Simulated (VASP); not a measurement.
# C (P-1) in VASP: single point with PBE+D3(BJ)

Aim: the single point of C with PBE+D3(BJ).

All numbers are computed with VASP 6.6.1; they aren't measurements. Logs are shortened: lines on timing, memory, paths and dates and some standing lists are left out, and cuts for length are marked.

**1. The cell of the first run**

The typed cell holds 12 atoms: a = 2.465 Å, b = 2.465 Å, c = 20.835 Å, α = 87.17°, β = 87.74°, γ = 60.00°.

**2. Single point, PBE+D3(BJ)**

File INCAR:

```
SYSTEM = C
ALGO     = Normal         ! electronic algorithm
EDIFF    = 1E-6           ! SCF threshold, eV
ENCUT    = 600            ! plane-wave cutoff, eV
GGA      = PE             ! functional
GGA_COMPAT= .False.      
ISIF     = 2              ! what is computed and relaxed
ISMEAR   = 0              ! smearing method
IVDW     = 12             ! dispersion correction
LASPH    = .True.         ! aspherical terms in the spheres
LCHARG   = .False.        ! write CHGCAR
LREAL    = .False.        ! projectors in reciprocal space
LWAVE    = .False.        ! write WAVECAR
NBANDS   = 36             ! bands
NELM     = 120            ! most SCF steps
PREC     = Accurate       ! precision mode
SIGMA    = 0.03           ! smearing width, eV
```

File KPOINTS:

```
k-points
0
Gamma
  15 15 2
  0 0 0
```

File POSCAR:

```
C
1.0
   -2.4647935466      0.0000000000      0.0000000000
   -1.2323967733     -2.1345738265      0.0000000000
   -0.8215978489     -0.7115246088     20.8066193286
C
12
Direct
    0.6253658566      0.5840650465      0.2478048605
    0.8475880788      0.6951761576      0.9144715272
    0.2364769677      0.1396206020      0.5811381939
    0.6524063656      0.6381460646      0.0855618061
    0.8746285879      0.7492571757      0.7522284728
    0.2635174768      0.1937016202      0.4188951395
    0.5968540756      0.5270414846      0.4188755462
    0.9857429645     -0.0285140710      0.0855422129
    0.2079651867      0.0825970401      0.7522088796
    0.5142514799      0.3618362932      0.9144911204
    0.9031403688     -0.1937192624      0.5811577871
    0.2920292577      0.2507251821      0.2478244538
```

Potentials or basis: VASP PAW PBE potentials, release 64 (C).

Started as:

```sh
> cat potpaw_PBE.64/C/POTCAR > POTCAR
> mpirun -np 1 vasp_std > vasp.out
```

OUTCAR:

```text
SYSTEM = C
   EDIFF = 1E-6
   ENCUT = 600
   GGA = PE
   ISIF = 2
   ISMEAR = 0
   IVDW = 12
   LASPH = .True.
   LREAL = .False.
   NELM = 120
   PREC = Accurate
 IVDW          = 12

 ion  position               nearest neighbor table
   1  0.625  0.584  0.248-  12 1.42  12 1.42  12 1.42
   2  0.848  0.695  0.914-  10 1.42  10 1.42  10 1.42
   3  0.236  0.140  0.581-  11 1.42  11 1.42  11 1.42
   4  0.652  0.638  0.086-   8 1.42   8 1.42   8 1.42
   5  0.875  0.749  0.752-   9 1.42   9 1.42   9 1.42
   6  0.264  0.194  0.419-   7 1.42   7 1.42   7 1.42
   7  0.597  0.527  0.419-   6 1.42   6 1.42   6 1.42
   8  0.986  0.971  0.086-   4 1.42   4 1.42   4 1.42
   9  0.208  0.083  0.752-   5 1.42   5 1.42   5 1.42
  10  0.514  0.362  0.914-   2 1.42   2 1.42   2 1.42
  11  0.903  0.806  0.581-   3 1.42   3 1.42   3 1.42
  12  0.292  0.251  0.248-   1 1.42   1 1.42   1 1.42

  LATTYP: Found a triclinic cell.
 ALAT       =     2.4647935467
 B/A-ratio  =     1.0000000000
 C/A-ratio  =     8.5021845750
 COS(alpha) =     0.0098014025
 COS(beta)  =     0.1078154277
 COS(gamma) =     0.5000000000

  Lattice vectors:

 A1 = (   1.2323967733,  -2.1345738265,   0.0000000000)
 A2 = (  -1.2323967733,  -2.1345738265,   0.0000000000)
 A3 = (   2.0539946222,  -1.4230492177, -20.8066193286)

Analysis of symmetry for initial positions (statically):
=====================================================================
 Subroutine PRICEL returns:
 Original cell was already a primitive cell.

 Routine SETGRP: Setting up the symmetry group for a
 triclinic supercell.

 Subroutine GETGRP returns: Found  2 space group operations
 (whereof  1 operations were pure point group operations)
 out of a pool of  2 trial point group operations.

The static configuration has the point symmetry C_1 .
 The point group associated with its full space group is S_2 .

Analysis of symmetry for dynamics (positions and initial velocities):
=====================================================================
 Subroutine PRICEL returns:
 Original cell was already a primitive cell.

 Routine SETGRP: Setting up the symmetry group for a
 triclinic supercell.

 Subroutine GETGRP returns: Found  2 space group operations
 (whereof  1 operations were pure point group operations)
 out of a pool of  2 trial point group operations.

The dynamic configuration has the point symmetry C_1 .
 The point group associated with its full space group is S_2 .

 Subroutine INISYM returns: Found  2 space group operations
 (whereof  1 operations are pure point group operations),
 and found     1 'primitive' translations

----------------------------------------------------------------------------------------

                                     Primitive cell

  volume of cell :     109.4695

  direct lattice vectors                    reciprocal lattice vectors
    -2.464793547  0.000000000  0.000000000    -0.405713493  0.234238795 -0.008010271
    -1.232396773 -2.134573827  0.000000000     0.000000000 -0.468477589 -0.016020543
    -0.821597849 -0.711524609 20.806619329     0.000000000  0.000000000  0.048061628

  length of vectors
     2.464793547  2.464793547 20.834987357     0.468546066  0.468751437  0.048061628

  position of ions in fractional coordinates (direct lattice)
     0.625365857  0.584065047  0.247804860
     0.847588079  0.695176158  0.914471527
     0.236476968  0.139620602  0.581138194
     0.652406366  0.638146065  0.085561806
     0.874628588  0.749257176  0.752228473
     0.263517477  0.193701620  0.418895140
     0.596854076  0.527041485  0.418875546
     0.985742964  0.971485929  0.085542213
     0.207965187  0.082597040  0.752208880
     0.514251480  0.361836293  0.914491120
     0.903140369  0.806280738  0.581157787
     0.292029258  0.250725182  0.247824454

  ion indices of the primitive-cell ions
   primitive index   ion index
                 1           1
                 2           2
                 3           3
                 4           4
                 5           5
                 6           6
                 7           7
                 8           8
                 9           9
                10          10
                11          11
                12          12

----------------------------------------------------------------------------------------

 KPOINTS: k-points

Automatic generation of k-mesh.
 Grid dimensions read from file:
 generate k-points for:   15   15    2

 Generating k-lattice:

  Cartesian coordinates                     Fractional coordinates (reciprocal lattice)
    -0.027047566  0.015615920 -0.000534018     0.066666667  0.000000000  0.000000000
     0.000000000 -0.031231839 -0.001068036     0.000000000  0.066666667  0.000000000
     0.000000000  0.000000000  0.024030814     0.000000000  0.000000000  0.500000000

  Length of vectors
     0.031236404  0.031250096  0.024030814

  Shift w.r.t. Gamma in fractional coordinates (k-lattice)
     0.000000000  0.000000000  0.000000000

 Subroutine IBZKPT returns following result:
 ===========================================

 Found    226 irreducible k-points:

 Following reciprocal coordinates:
            Coordinates               Weight
  0.000000  0.000000  0.000000      1.000000
  0.066667 -0.000000 -0.000000      2.000000
  0.133333  0.000000 -0.000000      2.000000
  0.200000 -0.000000 -0.000000      2.000000
  0.266667  0.000000 -0.000000      2.000000
  0.333333 -0.000000 -0.000000      2.000000
[... 16 lines left out ...]
 -0.066667  0.066667  0.000000      2.000000
  0.000000  0.133333  0.000000      2.000000
 [... further k-points ...]
   k-points           NKPTS =    226   k-points in BZ     NKDIM =    226   number of bands    NBANDS=     36
   number of dos      NEDOS =    301   number of ions     NIONS =     12
   total plane-waves  NPLWV =  67200
   dimension x,y,z NGX =    20 NGY =   20 NGZ =  168
   dimension x,y,z NGXF=    40 NGYF=   40 NGZF=  336
   ions per type =              12
   NGX,Y,Z   is equivalent  to a cutoff of  13.49, 13.49, 13.41 a.u.
   NGXF,Y,Z  is equivalent  to a cutoff of  26.98, 26.98, 26.81 a.u.
 SYSTEM =  C
   PREC   = accura    normal or accurate (medium, high low for compatibility)
   ISTART =      0    job   : 0-new  1-cont  2-samecut
   ICHARG =      2    charge: 1-file 2-atom 10-const
   ISPIN  =      1    spin polarized calculation?
   LNONCOLLINEAR =      F non collinear calculations
   LSORBIT =      F    spin-orbit coupling
   LASPH  =      T    aspherical Exc in radial PAW
   ENCUT  =  600.0 eV  44.10 Ry    6.64 a.u.   4.92  4.92 41.61*2*pi/ulx,y,z
   NELM   =    120;   NELMIN=  2; NELMDL= -5     # of ELM steps
   EDIFF  = 0.1E-05   stopping-criterion for ELM
   LREAL  =      F    real-space projection
   EDIFFG = 0.1E-04   stopping-criterion for IOM
   NSW    =      0    number of steps for IOM
   IBRION =     -1    ionic relax: 0-MD 1-quasi-New 2-CG
   NFREE  =      0    steps in history (QN), initial steepest desc. (CG)
   ISIF   =      2    stress and relaxation
   ISYM   =      2    0-nonsym 1-usesym 2-fastsym
   POTIM  = 0.5000    time-step for ionic-motion
   TEBEG  =    0.0;   TEEND  =   0.0 temperature during run
   PSTRESS=    0.0 pullay stress
   NELECT =      48.0000    total number of electrons
   NUPDOWN=      -1.0000    fix difference up-down
   EMIN   =  10.00;   EMAX   =-10.00  energy-range for DOS
   EFERMI =   0.00;   METHOD = LEGACY
   ISMEAR =     0;   SIGMA  =   0.03  broadening in eV -4-tet -1-fermi 0-gaus
   EFERMI_NEDOS =   21; number of points for ismear=-14 and -15
   IALGO  =     38    algorithm
   IMIX   =      4    mixing-type and parameters
     AMIX     =   0.40;   BMIX     =  1.00
     AMIX_MAG =   1.60;   BMIX_MAG =  1.00
  volume/ion in A,a.u.               =       9.12        61.56
  Fermi-wavevector in a.u.,A,eV,Ry     =   1.243724  2.350298 21.046178  1.546850
  Thomas-Fermi vector in A             =   2.378023
   LORBIT       =      0    0 simple, 1 ext, 2 COOP (PROOUT), +10 PAW based schemes
   GGA     = PE    functional components
   LHFCALC =     F    Hartree Fock is set to
   AEXX    =    0.0000 exact exchange contribution
   IVDW    =    12    specifies the selected vdW correction
   LEPSILON=     F    determine dielectric tensor
   LRPA    =     F    only Hartree local field effects (RPA)
 non-spin polarized calculation
 Gauss-broadening in eV      SIGMA  =   0.03
  energy-cutoff  :      600.00
  volume of cell :      109.47
 maximum number of plane-waves:      3717
   NGX =  9   NGY =  9   NGZ = 83

 number of electron      48.0000000 magnetization

 Free energy of the ion-electron system (eV)
  ---------------------------------------------------
  ext. energy  EPLUGINS =         0.00000000
  ---------------------------------------------------
  free energy    TOTEN  =      -110.59167948 eV

  energy without entropy =     -110.59166954  energy(sigma->0) =     -110.59167451

 E-fermi :   4.3954     XC(G=0): -10.0891

 val. band max:        4.3400855279   @ k =  -0.3333   0.3333   0.0000
 cond. band min:       4.4506052615   @ k =  -0.3333   0.3333   0.0000
 fundamental gap:      0.1105197336
 Fermi energy:         4.3953507131

 k-point     1 :       0.0000    0.0000    0.0000
  band No.  band energies     occupation
      1     -15.2311      2.00000
      2     -15.1786      2.00000
      3     -15.1772      2.00000
      4     -15.0526      2.00000
      5     -15.0518      2.00000
      6     -14.9944      2.00000
[... 28 lines left out ...]
     35      12.7556      0.00000
     36      12.7595      0.00000
[... 866 lines left out ...]
      6     -14.5778      2.00000
[... 28 lines left out ...]
     35      13.0200      0.00000
     36      14.4134      0.00000

 [... further k-points ...]

------------------------ aborting loop because EDIFF is reached ----------------------------------------

 Edisp (eV)   -1.80424

 E8    (eV) :    -0.5091

  FORCE on cell =-STRESS in cart. coord.  units (eV):
  Direction    XX          YY          ZZ          XY          YZ          ZX
  --------------------------------------------------------------------------------------
  -------------------------------------------------------------------------------------
  Total       0.18074     0.18504    -0.41195     0.01290    -0.01085    -0.00995
  in kB       2.64534     2.70823    -6.02920     0.18874    -0.15873    -0.14559
  external pressure =       -0.23 kB  Pullay stress =        0.00 kB

 VOLUME and BASIS-vectors are now :
 -----------------------------------------------------------------------------
  energy-cutoff  :      600.00
  volume of cell :      109.47
      direct lattice vectors                 reciprocal lattice vectors
    -2.464793547  0.000000000  0.000000000    -0.405713493  0.234238795 -0.008010271
    -1.232396773 -2.134573827  0.000000000     0.000000000 -0.468477589 -0.016020543
    -0.821597849 -0.711524609 20.806619329     0.000000000  0.000000000  0.048061628

 POSITION                                       TOTAL-FORCE (eV/Angst)
 -----------------------------------------------------------------------------------
     -2.46479     -1.42305      5.15598         0.000166     -0.000351      0.000788
     -3.69719     -2.13457     19.02706         0.002535      0.000164      0.021504
     -1.23240     -0.71152     12.09152         0.000106      0.000585      0.002126
     -2.46479     -1.42305      1.78025        -0.002535     -0.000164     -0.021504
     -3.69719     -2.13457     15.65133        -0.000166      0.000351     -0.000788
     -1.23240     -0.71152      8.71579        -0.000106     -0.000585     -0.002126
     -2.46479     -1.42305      8.71538         0.000067      0.000575     -0.002376
     -3.69719     -2.13457      1.77984        -0.000889     -0.002239     -0.019247
     -1.23240     -0.71152     15.65092        -0.000075     -0.000138     -0.002957
     -2.46479     -1.42305     19.02747         0.000889      0.002239      0.019247
     -3.69719     -2.13457     12.09193        -0.000067     -0.000575      0.002376
     -1.23240     -0.71152      5.15639         0.000075      0.000138      0.002957
 -----------------------------------------------------------------------------------
    total drift:                                0.000000      0.000003     -0.000004

  FREE ENERGIE OF THE ION-ELECTRON SYSTEM (eV)
  ---------------------------------------------------
  free  energy   TOTEN  =      -112.3959210653 eV

  energy  without entropy=     -112.3959111255  energy(sigma->0) =     -112.39591610
```

Wall time 7.2 min (1 thread of AMD EPYC 9R45 (Zen 5), shared host); peak memory 0.72 GiB.

What came out:

| Item | Value |
| --- | --- |
| Free energy | -112.3959 eV |
| Pressure | 0.0 GPa |
| Largest force | 0.022 eV/Å |
| Dispersion energy per atom | -0.150 eV |

Forces in eV/Å, atoms in the order of the input:
```
C    0.000  0.000  0.001
C    0.003  0.000  0.022
C    0.000  0.001  0.002
C   -0.003  0.000 -0.022
C    0.000  0.000 -0.001
C    0.000 -0.001 -0.002
C    0.000  0.001 -0.002
C   -0.001 -0.002 -0.019
C    0.000  0.000 -0.003
C    0.001  0.002  0.019
C    0.000 -0.001  0.002
C    0.000  0.000  0.003
```
